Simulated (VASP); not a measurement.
Write the native input for VASP 6.6.1 that does the following.

```yaml
Task: electric field gradients
Functional: PBEsol
Potentials_or_basis: VASP PAW PBE potentials, release 64 (Ag, Cl)
Cutoff: 520 eV
k_mesh: 9 × 9 × 9
Occupations: fermi-dirac, width 0.01 eV
Spin: no spin polarisation
Dipole_correction: no
Further_INCAR_settings: ALGO = Normal; EDIFF = 1e-08; NBANDS = 16
```

The structure of AgCl lies in POSCAR:

```
AgCl
1.0
    0.0000000000      2.7731500000      2.8286130000
    2.7731500000      0.0000000000      2.8286130000
    2.7731500000      2.7731500000      0.0000000000
Ag Cl
1 1
Direct
    0.5000000000      0.5000000000      0.5000000000
    0.0000000000      0.0000000000      0.0000000000
```

This cell differs from its parent crystal: zz strain of +2 %.

The input as run:

INCAR

```
SYSTEM = AgCl
  PREC = Accurate
  ENCUT = 520
  EDIFF = 1E-8
  ISMEAR = -1
  SIGMA = 0.01
  LREAL = .False.
  LASPH = .True.
  NELM = 100
  ALGO = Normal
  ISIF = 2
  LWAVE = .False.
  LCHARG = .False.
  GGA = PS
  LEFG = .True.
  NBANDS = 16
```

KPOINTS

```
regular mesh
0
Gamma
  9 9 9
  0 0 0
```

Potentials or basis: VASP PAW PBE potentials, release 64 (Ag, Cl).

Launch:

```bash
$ cat potpaw_PBE.64/Ag/POTCAR potpaw_PBE.64/Cl/POTCAR > POTCAR
$ mpirun -np 1 vasp_std > vasp.out
```

It gave:

```
Pressure               : -3.5 GPa
Band gap on the k mesh : 0.72 eV, indirect (least direct gap 2.94 eV)
```

Caveat: the cell differs from its parent crystal (zz strain of +2 %); without QUAD_EFG the Cq values of the log hold for a quadrupole moment of 1 mb, not for the nuclei; the PAW data sets were made with another functional, which shifts forces and pressure a little.

Wall time 50 s on 1 thread of Intel(R) Xeon(R) Platinum 8488C (Sapphire Rapids) (shared host), peak memory 0.19 GiB.
